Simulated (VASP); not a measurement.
# In (Pm-3m) in VASP: further runs

The runs below take In through single point, with revPBE.

All numbers are computed with VASP 6.6.1; they aren't measurements. Logs are shortened: lines on timing, memory, paths and dates and some standing lists are left out, and cuts for length are marked.

**1. The cell of the first run**

Symmetry: Pm-3m, No. 221, cubic system. Conventional cell: a = 2.996 Å, b = 2.996 Å, c = 2.996 Å, α = 90.00°, β = 90.00°, γ = 90.00°. In (site symmetry m-3m) has 6 In at 3.00 Å within 3.9 Å.

**2. Single point, revPBE (volume scaled by 0.88)**

Contents of INCAR:

```
PREC = Accurate ; ENCUT = 520
EDIFF = 1E-6 ; ISMEAR = -1
SIGMA = 0.1 ; LREAL = F
LASPH = T ; NELM = 100
ALGO = Normal ; ISIF = 2
LWAVE = F ; LCHARG = T
GGA = RE ; LELF = T
LVHAR = T ; NBANDS = 12
```

Contents of KPOINTS:

```
regular mesh
0
Gamma
  11 11 11
```

Contents of POSCAR:

```
In
1.0
    2.9958516416      0.0000000000      0.0000000000
    0.0000000000      2.9958516416      0.0000000000
    0.0000000000      0.0000000000      2.9958516416
In
1
Direct
    0.0000000000      0.0000000000      0.0000000000
```

Potentials or basis: VASP PAW PBE potentials, release 64 (In_d).

Command:

```
$ cat potpaw_PBE.64/In_d/POTCAR > POTCAR
$ mpirun -np 1 vasp_std > vasp.out
```

OUTCAR:

```text
PREC = Accurate
   ENCUT = 520
   EDIFF = 1E-6
   ISMEAR = -1
   LREAL = F
   LASPH = T
   NELM = 100
   ISIF = 2
   GGA = RE

 ion  position               nearest neighbor table
   1  0.000  0.000  0.000-

  LATTYP: Found a simple cubic cell.
 ALAT       =     2.9958516416

  Lattice vectors:

 A1 = (   2.9958516416,   0.0000000000,   0.0000000000)
 A2 = (   0.0000000000,   2.9958516416,   0.0000000000)
 A3 = (   0.0000000000,   0.0000000000,   2.9958516416)

Analysis of symmetry for initial positions (statically):
=====================================================================
 Subroutine PRICEL returns:
 Original cell was already a primitive cell.

 Routine SETGRP: Setting up the symmetry group for a
 simple cubic supercell.

 Subroutine GETGRP returns: Found 48 space group operations
 (whereof 48 operations were pure point group operations)
 out of a pool of 48 trial point group operations.

The static configuration has the point symmetry O_h .

Analysis of symmetry for dynamics (positions and initial velocities):
=====================================================================
 Subroutine PRICEL returns:
 Original cell was already a primitive cell.

 Routine SETGRP: Setting up the symmetry group for a
 simple cubic supercell.

 Subroutine GETGRP returns: Found 48 space group operations
 (whereof 48 operations were pure point group operations)
 out of a pool of 48 trial point group operations.

The dynamic configuration has the point symmetry O_h .

 Subroutine INISYM returns: Found 48 space group operations
 (whereof 48 operations are pure point group operations),
 and found     1 'primitive' translations

----------------------------------------------------------------------------------------

                                     Primitive cell

  volume of cell :      26.8881

  direct lattice vectors                    reciprocal lattice vectors
     2.995851642  0.000000000  0.000000000     0.333794900  0.000000000  0.000000000
     0.000000000  2.995851642  0.000000000     0.000000000  0.333794900  0.000000000
     0.000000000  0.000000000  2.995851642     0.000000000  0.000000000  0.333794900

  length of vectors
     2.995851642  2.995851642  2.995851642     0.333794900  0.333794900  0.333794900

  position of ions in fractional coordinates (direct lattice)
     0.000000000  0.000000000  0.000000000

  ion indices of the primitive-cell ions
   primitive index   ion index
                 1           1

----------------------------------------------------------------------------------------

 KPOINTS: regular mesh

Automatic generation of k-mesh.
 Grid dimensions read from file:
 generate k-points for:   11   11   11

 Generating k-lattice:

  Cartesian coordinates                     Fractional coordinates (reciprocal lattice)
     0.030344991  0.000000000  0.000000000     0.090909091  0.000000000  0.000000000
     0.000000000  0.030344991  0.000000000     0.000000000  0.090909091  0.000000000
     0.000000000  0.000000000  0.030344991     0.000000000  0.000000000  0.090909091

  Length of vectors
     0.030344991  0.030344991  0.030344991

  Shift w.r.t. Gamma in fractional coordinates (k-lattice)
     0.000000000  0.000000000  0.000000000

 Subroutine IBZKPT returns following result:
 ===========================================

 Found     56 irreducible k-points:

 Following reciprocal coordinates:
            Coordinates               Weight
  0.000000  0.000000  0.000000      1.000000
  0.090909  0.000000  0.000000      6.000000
  0.181818  0.000000  0.000000      6.000000
  0.272727  0.000000  0.000000      6.000000
  0.363636  0.000000  0.000000      6.000000
  0.454545  0.000000  0.000000      6.000000
[... 16 lines left out ...]
  0.181818  0.090909  0.090909     24.000000
  0.272727  0.090909  0.090909     24.000000
 [... further k-points ...]
   k-points           NKPTS =     56   k-points in BZ     NKDIM =     56   number of bands    NBANDS=     12
   number of dos      NEDOS =    301   number of ions     NIONS =      1
   total plane-waves  NPLWV =  13824
   dimension x,y,z NGX =    24 NGY =   24 NGZ =   24
   dimension x,y,z NGXF=    48 NGYF=   48 NGZF=   48
   ions per type =               1
   NGX,Y,Z   is equivalent  to a cutoff of  13.32, 13.32, 13.32 a.u.
   NGXF,Y,Z  is equivalent  to a cutoff of  26.64, 26.64, 26.64 a.u.
 SYSTEM =  unknown system
   PREC   = accura    normal or accurate (medium, high low for compatibility)
   ISTART =      0    job   : 0-new  1-cont  2-samecut
   ICHARG =      2    charge: 1-file 2-atom 10-const
   ISPIN  =      1    spin polarized calculation?
   LNONCOLLINEAR =      F non collinear calculations
   LSORBIT =      F    spin-orbit coupling
   LASPH  =      T    aspherical Exc in radial PAW
   ENCUT  =  520.0 eV  38.22 Ry    6.18 a.u.   5.57  5.57  5.57*2*pi/ulx,y,z
   NELM   =    100;   NELMIN=  2; NELMDL= -5     # of ELM steps
   EDIFF  = 0.1E-05   stopping-criterion for ELM
   LREAL  =      F    real-space projection
   EDIFFG = 0.1E-04   stopping-criterion for IOM
   NSW    =      0    number of steps for IOM
   IBRION =     -1    ionic relax: 0-MD 1-quasi-New 2-CG
   NFREE  =      0    steps in history (QN), initial steepest desc. (CG)
   ISIF   =      2    stress and relaxation
   ISYM   =      2    0-nonsym 1-usesym 2-fastsym
   POTIM  = 0.5000    time-step for ionic-motion
   TEBEG  =    0.0;   TEEND  =   0.0 temperature during run
   PSTRESS=    0.0 pullay stress
   NELECT =      13.0000    total number of electrons
   NUPDOWN=      -1.0000    fix difference up-down
   EMIN   =  10.00;   EMAX   =-10.00  energy-range for DOS
   EFERMI =   0.00;   METHOD = LEGACY
   ISMEAR =    -1;   SIGMA  =   0.10  broadening in eV -4-tet -1-fermi 0-gaus
   EFERMI_NEDOS =   21; number of points for ismear=-14 and -15
   IALGO  =     38    algorithm
   IMIX   =      4    mixing-type and parameters
     AMIX     =   0.40;   BMIX     =  1.00
     AMIX_MAG =   1.60;   BMIX_MAG =  1.00
  volume/ion in A,a.u.               =      26.89       181.45
  Fermi-wavevector in a.u.,A,eV,Ry     =   1.284899  2.428107 22.462747  1.650965
  Thomas-Fermi vector in A             =   2.417065
   LORBIT       =      0    0 simple, 1 ext, 2 COOP (PROOUT), +10 PAW based schemes
   GGA     = RE    functional components
   LHFCALC =     F    Hartree Fock is set to
   AEXX    =    0.0000 exact exchange contribution
   IVDW    =     0    specifies the selected vdW correction
   LEPSILON=     F    determine dielectric tensor
   LRPA    =     F    only Hartree local field effects (RPA)
 non-spin polarized calculation
  energy-cutoff  :      520.00
  volume of cell :       26.89
 maximum number of plane-waves:       739
 NGX is ok and might be reduce to    24
   NGX = 11   NGY = 11   NGZ = 11

 number of electron      13.0000012 magnetization

 Free energy of the ion-electron system (eV)
  ---------------------------------------------------
  ext. energy  EPLUGINS =         0.00000000
  ---------------------------------------------------
  free energy    TOTEN  =        -2.11753967 eV

  energy without entropy =       -2.09818839  energy(sigma->0) =       -2.10786403

 E-fermi :   7.1350     XC(G=0):  -9.9766

 val. band max:        7.0793601751   @ k =   0.3636   0.2727   0.0909
 cond. band min:       7.1586200955   @ k =   0.4545   0.4545   0.1818
 fundamental gap:      0.0792599205
 Fermi energy:         7.1349841664

 k-point     1 :       0.0000    0.0000    0.0000
  band No.  band energies     occupation
      1      -7.9867      2.00000
      2      -7.9867      2.00000
      3      -7.1695      2.00000
      4      -7.1695      2.00000
      5      -7.1695      2.00000
      6      -2.2396      2.00000
      7      14.7189      0.00000
      8      14.7189      0.00000
      9      14.7189      0.00000
     10      17.9456      0.00000
     11      17.9456      0.00000
     12      19.2580      0.00000

 k-point     2 :       0.0909    0.0000    0.0000
  band No.  band energies     occupation
      1      -7.9824      2.00000
      2      -7.9416      2.00000
      3      -7.1879      2.00000
      4      -7.1879      2.00000
      5      -7.1680      2.00000
      6      -2.0931      2.00000
      7      13.0153      0.00000
      8      14.8907      0.00000
      9      14.8907      0.00000
     10      18.0256      0.00000
     11      18.6869      0.00000
     12      20.4871      0.00000

 k-point     3 :       0.1818    0.0000    0.0000
  band No.  band energies     occupation
      1      -7.9709      2.00000
      2      -7.8214      2.00000
      3      -7.2367      2.00000
      4      -7.2367      2.00000
      5      -7.1639      2.00000
      6      -1.6485      2.00000
      7      10.4397      0.00000
      8      15.3903      0.00000
      9      15.3903      0.00000
     10      18.2671      0.00000
     11      19.0223      0.00000
     12      23.5118      0.00000

 k-point     4 :       0.2727    0.0000    0.0000
  band No.  band energies     occupation
      1      -7.9557      2.00000
      2      -7.6669      2.00000
      3      -7.2999      2.00000
      4      -7.2999      2.00000
      5      -7.1585      2.00000
      6      -0.8962      2.00000
      7       7.9563      0.00054
      8      16.1657      0.00000
      9      16.1657      0.00000
     10      18.6721      0.00000
     11      19.3796      0.00000
     12      24.2544      0.00000

 k-point     5 :       0.3636    0.0000    0.0000
  band No.  band energies     occupation
      1      -7.9416      2.00000
      2      -7.5279      2.00000
      3      -7.3571      2.00000
      4      -7.3571      2.00000
      5      -7.1535      2.00000
      6       0.1548      2.00000
      7       5.7125      2.00000
      8      17.1001      0.00000
      9      17.1001      0.00000
     10      19.2304      0.00000
     11      19.8038      0.00000
     12      22.7889      0.00000

 k-point     6 :       0.4545    0.0000    0.0000
  band No.  band energies     occupation
      1      -7.9333      2.00000
      2      -7.4468      2.00000
      3      -7.3908      2.00000
      4      -7.3908      2.00000
      5      -7.1505      2.00000
      6       1.3625      2.00000
      7       3.8987      2.00000
      8      17.8842      0.00000
      9      17.8842      0.00000
     10      19.8318      0.00000
     11      20.1571      0.00000
     12      21.7266      0.00000

 k-point     7 :       0.0909    0.0909    0.0000
  band No.  band energies     occupation
      1      -7.9581      2.00000
      2      -7.9158      2.00000
      3      -7.2073      2.00000
      4      -7.1874      2.00000
      5      -7.1851      2.00000
      6      -1.9467      2.00000
      7      13.0410      0.00000
      8      13.3057      0.00000
      9      15.0630      0.00000
     10      18.4030      0.00000
     11      19.9652      0.00000
     12      20.8882      0.00000

 k-point     8 :       0.1818    0.0909    0.0000
  band No.  band energies     occupation
      1      -7.9391      2.00000
      2      -7.8014      2.00000
      3      -7.2589      2.00000
      4      -7.2350      2.00000
      5      -7.1819      2.00000
      6      -1.5024      2.00000
      7      10.5807      0.00000
      8      13.6431      0.00000
      9      15.5641      0.00000
     10      18.6716      0.00000
     11      20.5658      0.00000
     12      23.4295      0.00000
[... 166 lines left out ...]
 k-point    20 :       0.4545    0.3636    0.0000
  band No.  band energies     occupation
      1      -7.7042      2.00000
      2      -7.6890      2.00000
      3      -7.3657      2.00000
      4      -7.3289      2.00000
      5      -7.0554      2.00000
      6       3.5993      2.00000
      7       6.0091      1.99997
      8       8.9243      0.00000
      9      12.5322      0.00000
     10      20.6268      0.00000
     11      21.8069      0.00000
     12      22.8796      0.00000

 k-point    21 :       0.4545    0.4545    0.0000
  band No.  band energies     occupation
      1      -7.7414      2.00000
      2      -7.6815      2.00000
      3      -7.3613      2.00000
      4      -7.3607      2.00000
      5      -6.9614      2.00000
      6       4.8318      2.00000
      7       6.5381      1.99490
      8       7.2046      0.66550
      9      11.3581      0.00000
     10      21.6000      0.00000
     11      22.4592      0.00000
     12      22.8216      0.00000

 k-point    22 :       0.0909    0.0909    0.0909
  band No.  band energies     occupation
      1      -7.9116      2.00000
      2      -7.9116      2.00000
      3      -7.2086      2.00000
      4      -7.2040      2.00000
      5      -7.2040      2.00000
      6      -1.8003      2.00000
      7      13.1973      0.00000
      8      13.1973      0.00000
      9      13.6005      0.00000
     10      20.0571      0.00000
     11      20.0571      0.00000
     12      21.2140      0.00000

 k-point    23 :       0.1818    0.0909    0.0909
  band No.  band energies     occupation
      1      -7.9005      2.00000
      2      -7.7879      2.00000
      3      -7.2595      2.00000
      4      -7.2545      2.00000
      5      -7.2007      2.00000
      6      -1.3564      2.00000
      7      10.7228      0.00000
      8      13.6540      0.00000
      9      13.9479      0.00000
     10      20.3095      0.00000
     11      20.9068      0.00000
     12      23.4817      0.00000

 k-point    24 :       0.2727    0.0909    0.0909
  band No.  band energies     occupation
      1      -7.8857      2.00000
      2      -7.6281      2.00000
      3      -7.3265      2.00000
      4      -7.3198      2.00000
      5      -7.1948      2.00000
      6      -0.6071      2.00000
      7       8.2443      0.00003
      8      14.3746      0.00000
      9      14.6723      0.00000
     10      20.5346      0.00000
     11      20.9440      0.00000
     12      22.7451      0.00000

 [... further k-points ...]
[... 5 lines left out ...]
  --------------------------------------------------------------------------------------
  -------------------------------------------------------------------------------------
  Total        0.8505486      0.8505486      0.8505486      0.0000000     -0.0000000     -0.0000000
  in kB       50.6814251     50.6814251     50.6814251      0.0000000     -0.0000000     -0.0000000
  external PRESSURE =      50.6814251 kB  Pullay stress =       0.0000000 kB

 VOLUME and BASIS-vectors are now :
 -----------------------------------------------------------------------------
  energy-cutoff  :      520.00
  volume of cell :       26.89
      direct lattice vectors                 reciprocal lattice vectors
     2.995851642  0.000000000  0.000000000     0.333794900  0.000000000  0.000000000
     0.000000000  2.995851642  0.000000000     0.000000000  0.333794900  0.000000000
     0.000000000  0.000000000  2.995851642     0.000000000  0.000000000  0.333794900

 POSITION                                       TOTAL-FORCE (eV/Angst)
 -----------------------------------------------------------------------------------
      0.00000      0.00000      0.00000         0.000000      0.000000      0.000000
 -----------------------------------------------------------------------------------
    total drift:                                0.000000     -0.000000      0.000000

  FREE ENERGIE OF THE ION-ELECTRON SYSTEM (eV)
  ---------------------------------------------------
  free  energy   TOTEN  =        -2.1175396665 eV

  energy  without entropy=       -2.0981883866  energy(sigma->0) =       -2.10786403
```

Run time: 9.7 s. Hardware: 1 thread of Intel Xeon Platinum 8559C (Emerald Rapids), shared host; peak memory 0.14 GiB.

Results:

```
Free energy : -2.1175 eV
Pressure    : 5.1 GPa
```

Levels at points of the mesh, in eV from the Fermi level:
| k point | band 4 | band 5 | band 6 | band 7 | band 8 | band 9 |
| --- | --- | --- | --- | --- | --- | --- |
| (0.00, 0.00, 0.00) | -14.30 | -14.30 | -9.37 | 7.58 | 7.58 | 7.58 |

Caveat: the cell differs from its parent crystal (volume scaled by 0.88); the PAW data sets were made with another functional, which shifts forces and pressure a little; spin-orbit coupling is left out, which moves the levels of the heavy elements.

**3. Single point, revPBE (volume scaled by 0.92)**

Contents of INCAR:

```
SYSTEM = In
ALGO = Normal
EDIFF = 1E-7
ENCUT = 520
GGA = RE
ISIF = 2
ISMEAR = -1
LASPH = .TRUE.
LCHARG = .FALSE.
LREAL = .FALSE.
LWAVE = .FALSE.
NBANDS = 12
NELM = 100
PREC = Accurate
SIGMA = 0.1
```

Contents of KPOINTS:

```
k-points
0
G
  11 11 11
  0 0 0
```

Contents of POSCAR:

```
In
1.0
    3.0405724384      0.0000000000      0.0000000000
    0.0000000000      3.0405724384      0.0000000000
    0.0000000000      0.0000000000      3.0405724384
In
1
Direct
    0.0000000000      0.0000000000      0.0000000000
```

Potentials or basis: VASP PAW PBE potentials, release 64 (In_d).

Command:

```
$ cat potpaw_PBE.64/In_d/POTCAR > POTCAR
$ mpirun -np 1 vasp_std > vasp.out
```

It took 9.9 s on 1 thread of Intel Xeon Platinum 8559C (Emerald Rapids), shared host; peak memory 0.14 GiB.

It converged, with:

| Property | Result |
| --- | --- |
| Free energy | -2.1488 eV |
| Pressure | 3.1 GPa |

Levels at points of the mesh, in eV from the Fermi level:
| k point | band 2 | band 3 | band 4 | band 5 | band 6 | band 7 | band 8 | band 9 | band 10 | band 11 |
| --- | --- | --- | --- | --- | --- | --- | --- | --- | --- | --- |
| (0.00, 0.00, 0.00) | -15.03 | -14.30 | -14.30 | -14.30 | -9.09 | 7.36 | 7.36 | 7.36 | 10.52 | 10.52 |

Caveat: the cell differs from its parent crystal (volume scaled by 0.92); the PAW data sets were made with another functional, which shifts forces and pressure a little; spin-orbit coupling is left out, which moves the levels of the heavy elements.

**4. Single point, revPBE**

This run uses another cell than the first one, of 30.55 Å³/atom, 1.136 times its volume.

Contents of INCAR:

```
SYSTEM = In
  PREC = Accurate
  ENCUT = 520
  EDIFF = 1E-6
  ISMEAR = -1
  SIGMA = 0.1
  LREAL = .False.
  LASPH = .True.
  NELM = 100
  ALGO = Normal
  ISIF = 2
  LWAVE = .False.
  LCHARG = .False.
  GGA = RE
  NBANDS = 12
```

Contents of KPOINTS:

```
Automatic mesh
0
Gamma
  10 10 10
  0 0 0
```

Contents of POSCAR:

```
In
1.0
    3.1262670889      0.0000000000      0.0000000000
    0.0000000000      3.1262670889      0.0000000000
    0.0000000000      0.0000000000      3.1262670889
In
1
Direct
    0.0000000000      0.0000000000      0.0000000000
```

Command:

```
$ cat potpaw_PBE.64/In_d/POTCAR > POTCAR
$ mpirun -np 1 vasp_std > vasp.out
```

Run time: 8.3 s. Hardware: 1 thread of Intel Xeon Platinum 8559C (Emerald Rapids), shared host; peak memory 0.14 GiB.

Results (log left out):

```yaml
Free_energy: -2.1774 eV
Pressure: 0.0 GPa
```

Levels at points of the mesh, in eV from the Fermi level:
```tsv
k point	band 2	band 3	band 4	band 5	band 6	band 7	band 8	band 9	band 10	band 11
(0.00, 0.00, 0.00)	-14.95	-14.36	-14.36	-14.36	-8.66	6.89	6.89	6.89	9.95	9.95
(0.50, 0.00, 0.00)	-14.53	-14.52	-14.52	-14.35	-5.35	-3.15	9.70	9.70	12.30	12.37
(0.50, 0.50, 0.00)	-14.72	-14.50	-14.50	-14.18	-1.89	-0.57	-0.57	3.78	12.86	14.78
(0.50, 0.50, 0.50)	-14.72	-14.72	-14.17	-14.17	1.95	1.95	1.95	2.11	6.88	6.88
```

Caveat: the PAW data sets were made with another functional, which shifts forces and pressure a little; spin-orbit coupling is left out, which moves the levels of the heavy elements.

(Continued in part 2 of 2.)
